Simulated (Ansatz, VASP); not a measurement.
**BaSi3: VASP beside Ansatz**

Contents of INCAR:

```
PREC     = Accurate       # precision mode
ENCUT    = 520            # plane-wave cutoff, eV
EDIFF    = 1E-6           # SCF threshold, eV
ISMEAR   = 1              # smearing method
SIGMA    = 0.15           # smearing width, eV
LREAL    = False          # projectors in reciprocal space
LASPH    = True           # aspherical terms in the spheres
NELM     = 80             # most SCF steps
ALGO     = Normal         # electronic algorithm
ISIF     = 2              # what is computed and relaxed
LWAVE    = False          # write WAVECAR
LCHARG   = False          # write CHGCAR
GGA      = PS             # functional
ISYM     = 0            
NBANDS   = 19             # bands
```

The input KPOINTS:

```
regular mesh
0
Gamma
  8 8 8
```

File POSCAR:

```
BaSi3
1.0
    4.4143014413      0.0000000000      0.0000000000
    0.0000000000      4.4143014413      0.0000000000
    0.0000000000      0.0000000000      4.4143014413
Ba Si
1 3
Direct
    0.0000000000      0.0000000000      0.0000000000
    0.0000000000      0.5000000000      0.5000000000
    0.5000000000      0.5000000000      0.0000000000
    0.5000000000      0.0000000000      0.5000000000
```

Input for Ansatz:

```yaml
crystal:
  lattice:
    - [4.4143014413, 0.0, 0.0]
    - [0.0, 4.4143014413, 0.0]
    - [0.0, 0.0, 4.4143014413]
  atoms:
    - { symbol: Ba, position: [0.0, 0.0, 0.0] }
    - { symbol: Si, position: [0.0, 0.5, 0.5] }
    - { symbol: Si, position: [0.5, 0.5, 0.0] }
    - { symbol: Si, position: [0.5, 0.0, 0.5] }
  symmetry: { detect: false }
basis:
  ecutwfc: 420
  ecutrho_ratio: 4
kpoints:
  mp_grid: { grid: [8, 8, 8] }
hamiltonian:
  xc: pbesol
scf:
  occupations: { method: methfessel_paxton, width: 0.15 }
output:
  forces: true
  stress: true
  write_density: true
  write_potential: true
  elf: true
  volumetric_format: npy
```

Alike in both runs: task single point; functional PBEsol; k mesh 8 × 8 × 8; occupations methfessel-paxton of order 1, width 0.15 eV; no spin polarisation.

|  | VASP | Ansatz |
| --- | --- | --- |
| version | VASP 6.6.1 | Ansatz 0.2.0 |
| potentials or method | VASP PAW PBE potentials, release 64 (Ba_sv, Si), cutoff 520 eV | scalar-relativistic, plane waves, PAW |
| valence electrons in the cell | 22 | 22 |

```tsv
	VASP	Ansatz	Ansatz less VASP
gap on the k mesh at the Fermi level (eV)	none	none	-
pressure (GPa)	1.0	0.0	-1.04
```

VASP's potentials were made for PBE, not for PBEsol. A gap of «none» marks a metal or a gap that the smearing closes. With one functional, cell and mesh, what is left measures potentials, basis and numerics.

Neither program's run includes spin-orbit coupling.
